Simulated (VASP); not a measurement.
# Al4N5 in VASP: single point with PBE

Aim: the single point of Al4N5 with PBE.

Everything below comes from runs of VASP 6.6.1. Logs are shortened: lines on timing, memory, paths and dates and some standing lists are left out, and cuts for length are marked.

## 1. The cell of the first run

The cell holds a slab with vacuum, 9 atoms: a = 3.130 Å, b = 3.130 Å, c = 25.062 Å, α = 90.00°, β = 90.00°, γ = 120.00°.

## 2. Single point, PBE, collinear spin

File INCAR:

```
SYSTEM = Al4N5
ALGO = Normal
DIPOL = 0.5 0.5 0.352
EDIFF = 1E-6
ENCUT = 520
GGA = PE
IDIPOL = 3
ISIF = 2
ISMEAR = 0
ISPIN = 2
LASPH = .TRUE.
LCHARG = .TRUE.
LDIPOL = .TRUE.
LELF = .TRUE.
LORBIT = 11
LREAL = .FALSE.
LVACPOTAV = .TRUE.
LVHAR = .TRUE.
LWAVE = .FALSE.
MAGMOM = 0 0 0 0 3 0 0 0 0
NBANDS = 32
NELM = 150
PREC = Accurate
SIGMA = 0.05
```

File KPOINTS:

```
k-points
0
G
  9 9 1
  0 0 0
```

File POSCAR:

```
Al4N5
1.0
    3.1297683445      0.0000000000      0.0000000000
   -1.5648841723      2.7104588943      0.0000000000
    0.0000000000      0.0000000000     25.0621509606
N Al
5 4
Direct
    0.3333333333      0.6666666667      0.1596032203
    0.6666666667      0.3333333333      0.2597004396
    0.3333333333      0.6666666667      0.3620561642
    0.6666666667      0.3333333333      0.4610505141
    0.8333333333      0.6666666667      0.5997949252
    0.6666666667      0.3333333333      0.1833176549
    0.3333333333      0.6666666667      0.2834148742
    0.6666666667      0.3333333333      0.3814237064
    0.3333333333      0.6666666667      0.4812895341
```

Potentials or basis: VASP PAW PBE potentials, release 64 (N, Al).

Command:

```bash
$ cat potpaw_PBE.64/N/POTCAR potpaw_PBE.64/Al/POTCAR > POTCAR
$ mpirun -np 1 vasp_std > vasp.out
```

OUTCAR:

```text
SYSTEM = Al4N5
   EDIFF = 1E-6
   ENCUT = 520
   GGA = PE
   ISIF = 2
   ISMEAR = 0
   ISPIN = 2
   LASPH = .TRUE.
   LORBIT = 11
   LREAL = .FALSE.
   NELM = 150
   PREC = Accurate

 ion  position               nearest neighbor table
   1  0.333  0.667  0.160-   6 1.90   6 1.90   6 1.90
   2  0.667  0.333  0.260-   7 1.90   7 1.90   7 1.90   6 1.91
   3  0.333  0.667  0.362-   8 1.87   8 1.87   8 1.87   7 1.97
   4  0.667  0.333  0.461-   9 1.88   9 1.88   9 1.88   8 2.00
   5  0.833  0.667  0.600-
   6  0.667  0.333  0.183-   1 1.90   1 1.90   1 1.90   2 1.91   7 3.09   7 3.09   7 3.09
   7  0.333  0.667  0.283-   2 1.90   2 1.90   2 1.90   3 1.97   8 3.05   8 3.05   8 3.05   6 3.09
                             6 3.09   6 3.09
   8  0.667  0.333  0.381-   3 1.87   3 1.87   3 1.87   4 2.00   7 3.05   7 3.05   7 3.05   9 3.09
                             9 3.09   9 3.09
   9  0.333  0.667  0.481-   4 1.88   4 1.88   4 1.88   8 3.09   8 3.09   8 3.09

  LATTYP: Found a hexagonal cell.
 ALAT       =     3.1297683445
 C/A-ratio  =     8.0076696426

  Lattice vectors:

 A1 = (   3.1297683445,   0.0000000000,   0.0000000000)
 A2 = (  -1.5648841723,   2.7104588943,   0.0000000000)
 A3 = (   0.0000000000,   0.0000000000,  25.0621509606)

Analysis of symmetry for initial positions (statically):
=====================================================================
 Subroutine PRICEL returns:
 Original cell was already a primitive cell.

 Routine SETGRP: Setting up the symmetry group for a
 hexagonal supercell.

 Subroutine GETGRP returns: Found  2 space group operations
 (whereof  2 operations were pure point group operations)
 out of a pool of 24 trial point group operations.

The static configuration has the point symmetry C_1h.

Analysis of symmetry for dynamics (positions and initial velocities):
=====================================================================
 Subroutine PRICEL returns:
 Original cell was already a primitive cell.

 Routine SETGRP: Setting up the symmetry group for a
 hexagonal supercell.

 Subroutine GETGRP returns: Found  2 space group operations
 (whereof  2 operations were pure point group operations)
 out of a pool of 24 trial point group operations.

The dynamic configuration has the point symmetry C_1h.

Analysis of structural, dynamic, and magnetic symmetry:
=====================================================================
 Subroutine PRICEL returns:
 Original cell was already a primitive cell.

 Routine SETGRP: Setting up the symmetry group for a
 hexagonal supercell.

[... 168 lines left out ...]

 E-fermi :  -0.6312     XC(G=0):  -5.6671

 val. band max:       -0.6486224572   @ k =   0.2222   0.2222   0.0000
 cond. band min:      -0.6249761506   @ k =  -0.4444   0.3333   0.0000
 fundamental gap:      0.0236463066
 Fermi energy:        -0.6312288772

 spin component 1

 k-point     1 :       0.0000    0.0000    0.0000
  band No.  band energies     occupation
      1     -18.1818      1.00000
      2     -17.1866      1.00000
      3     -16.0368      1.00000
      4     -14.5665      1.00000
      5     -13.7383      1.00000
      6      -8.3647      1.00000
[... 781 lines left out ...]
     29       7.5406      0.00000
     30       8.4341      0.00000

 [... further k-points ...]

 spin component 2

 k-point     1 :       0.0000    0.0000    0.0000
  band No.  band energies     occupation
      1     -18.2168      1.00000
      2     -17.2094      1.00000
      3     -16.0405      1.00000
      4     -13.7835      1.00000
      5     -10.7660      1.00000
      6      -8.4132      1.00000
[... 781 lines left out ...]
     29       7.5371      0.00000
     30       8.4009      0.00000

 [... further k-points ...]

 [bands above 30 left out]

------------------------ aborting loop because EDIFF is reached ----------------------------------------

  FORCE on cell =-STRESS in cart. coord.  units (eV):
  Direction    XX          YY          ZZ          XY          YZ          ZX
  --------------------------------------------------------------------------------------
  -------------------------------------------------------------------------------------
  Total       -0.0864856      0.1736681     -3.4055374     -0.0000000      0.1332961     -0.0000000
  in kB       -0.6517501      1.3087521    -25.6639135     -0.0000000      1.0045111     -0.0000000
  external PRESSURE =      -8.3356372 kB  Pullay stress =       0.0000000 kB

 VOLUME and BASIS-vectors are now :
 -----------------------------------------------------------------------------
  energy-cutoff  :      520.00
  volume of cell :      212.60
      direct lattice vectors                 reciprocal lattice vectors
     3.129768344  0.000000000  0.000000000     0.319512465  0.184470608  0.000000000
    -1.564884172  2.710458894  0.000000000     0.000000000  0.368941216  0.000000000
     0.000000000  0.000000000 25.062150961     0.000000000  0.000000000  0.039900805

 POSITION                                       TOTAL-FORCE (eV/Angst)
 -----------------------------------------------------------------------------------
     -0.00000      1.80697      4.00000        -0.000000      0.000438      2.028107
      1.56488      0.90349      6.50865         0.000000     -0.000799      1.869744
     -0.00000      1.80697      9.07391        -0.000000      0.000938     -0.112380
      1.56488      0.90349     11.55492         0.000000     -0.027260      0.010445
      1.56488      1.80697     15.03215        -0.000000      0.038779     -0.766796
      1.56488      0.90349      4.59433        -0.000000      0.000073     -2.619286
     -0.00000      1.80697      7.10299        -0.000000      0.000144     -1.269975
      1.56488      0.90349      9.55930         0.000000     -0.003036      0.207212
     -0.00000      1.80697     12.06215         0.000000     -0.009278      0.652929
 -----------------------------------------------------------------------------------
    total drift:                                0.000000      0.000172      0.000090

  FREE ENERGIE OF THE ION-ELECTRON SYSTEM (eV)
  ---------------------------------------------------
  free  energy   TOTEN  =       -59.3499026408 eV

  energy  without entropy=      -59.3422543762  energy(sigma->0) =      -59.34607851

 vacuum level on the upper side and lower side of the slab         5.953         7.043

 total charge

# of ion       s       p       d       tot
------------------------------------------
    1        1.256   2.440   0.000   3.696
    2        1.231   2.609   0.000   3.840
    3        1.225   2.635   0.000   3.861
    4        1.232   2.608   0.000   3.840
    5        1.359   1.930   0.000   3.289
    6        0.370   0.425   0.000   0.795
    7        0.362   0.424   0.000   0.786
    8        0.367   0.434   0.000   0.802
    9        0.374   0.381   0.000   0.755
--------------------------------------------------
tot          7.778  13.887   0.000  21.665

 magnetization (x)

# of ion       s       p       d       tot
------------------------------------------
    1       -0.000  -0.029   0.000  -0.029
    2        0.000   0.000   0.000   0.000
    3       -0.001  -0.002   0.000  -0.003
    4       -0.009  -0.024   0.000  -0.033
    5        0.039   1.719   0.000   1.758
    6        0.001  -0.002   0.000  -0.001
    7        0.000  -0.000   0.000  -0.000
    8       -0.001  -0.002   0.000  -0.003
    9       -0.012  -0.017   0.000  -0.029
--------------------------------------------------
tot          0.016   1.644   0.000   1.660
```

stdout:

```text
POSCAR found type information on POSCAR N Al
 POSCAR found :  2 types and       9 ions
 scaLAPACK will be used
 LDA part: xc-table for (Slater+PW92), standard interpolation
 POSCAR, INCAR and KPOINTS ok, starting setup
 FFT: planning ... GRIDC
 FFT: planning ... GRID_SOFT
 FFT: planning ... GRID
 WAVECAR not read
 entering main loop
 -----------------------------------------------------------------------------
|                                                                             |
|           W    W    AA    RRRRR   N    N  II  N    N   GGGG   !!!           |
|           W    W   A  A   R    R  NN   N  II  NN   N  G    G  !!!           |
|           W    W  A    A  R    R  N N  N  II  N N  N  G       !!!           |
|           W WW W  AAAAAA  RRRRR   N  N N  II  N  N N  G  GGG   !            |
|           WW  WW  A    A  R   R   N   NN  II  N   NN  G    G                |
|           W    W  A    A  R    R  N    N  II  N    N   GGGG   !!!           |
|                                                                             |
|     Did not find any points to average over, which means that no vacuum     |
|     field-free region was found. Please increase the size of  your cell     |
|     in the dimension of the dipole correction to obtain accurate            |
|     workfunction values.                                                    |
|                                                                             |
 -----------------------------------------------------------------------------
```

Wall time 18 min (1 thread of Intel Xeon Platinum 8259CL at 2.50GHz (Skylake/Cascade Lake), shared host); peak memory 0.54 GiB.

What came out:

* Free energy: -59.3499 eV
* Largest force: 2.619 eV/Å
* Net moment: 2.42 μB per cell
* Site moments: N -0.03, +0.00, -0.00, +1.76 (each value once); Al -0.00, -0.03 (each value once) μB
* Valence electrons inside the program's atomic spheres: N 3.70, 3.84, 3.86, 3.29 (each value once); Al 0.80, 0.79, 0.76 (each value once)

Forces in eV/Å, atoms in the order of the input:
```
N    0.000  0.000  2.028
N    0.000 -0.001  1.870
N    0.000  0.001 -0.112
N    0.000 -0.027  0.010
N    0.000  0.039 -0.767
Al   0.000  0.000 -2.619
Al   0.000  0.000 -1.270
Al   0.000 -0.003  0.207
Al   0.000 -0.009  0.653
```
